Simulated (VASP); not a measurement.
Wanted: the native input for a VASP 6.6.1 run.

```yaml
Task: single point
Functional: PBE
Potentials_or_basis: VASP PAW PBE potentials, release 64 (Al, N)
Cutoff: 520 eV
k_mesh: 8 × 8 × 8
Occupations: gaussian, width 0.1 eV
Spin: no spin polarisation
Dipole_correction: no
Further_INCAR_settings: ALGO = Normal; EDIFF = 1e-07; NBANDS = 24
```

The structure of Al3N lies in POSCAR:

```
Al3N
1.0
    5.0806145705      0.0000000000      0.0000000000
    0.0000000000      4.5220562913      2.5784064420
    0.0000000000     -4.5220562913      2.5784064420
Al N
6 2
Direct
    0.7661987260      0.1290534920      1.0027186649
    0.7661987260      0.5027186649      0.6290534920
    0.2338012740      0.6290534920      0.5027186649
    0.2338012740      1.0027186649      0.1290534920
    0.2938417259      0.2872146541      0.7872146541
    0.7061582741      0.7872146541      0.2872146541
    0.6471149257      0.4196654726      0.9196654726
    0.3528850743      0.9196654726      0.4196654726
```

These files were run (other wordings do the same):

INCAR

```
  ALGO = Normal
  EDIFF = 1E-7
  ENCUT = 520
  GGA = PE
  ISIF = 2
  ISMEAR = 0
  LASPH = T
  LCHARG = F
  LREAL = F
  LWAVE = F
  NBANDS = 24
  NELM = 60
  PREC = Accurate
  SIGMA = 0.1
```

KPOINTS

```
k-points
0
Gamma
  8 8 8
```

Potentials or basis: VASP PAW PBE potentials, release 64 (Al, N).

The run is started by

```bash
$ cat potpaw_PBE.64/Al/POTCAR potpaw_PBE.64/N/POTCAR > POTCAR
$ mpirun -np 1 vasp_std > vasp.out
```

Results of the run:

```json
{
  "Pressure": "-0.1 GPa",
  "Largest force": "0.009 eV/Å",
  "Band gap on the k mesh": "zero (bands 14 and 15 overlap by 1.45 eV)"
}
```

It took 2.9 min on 1 thread of Intel(R) Xeon(R) 6975P-C (Granite Rapids), with other jobs on the host, peak memory 0.37 GiB.
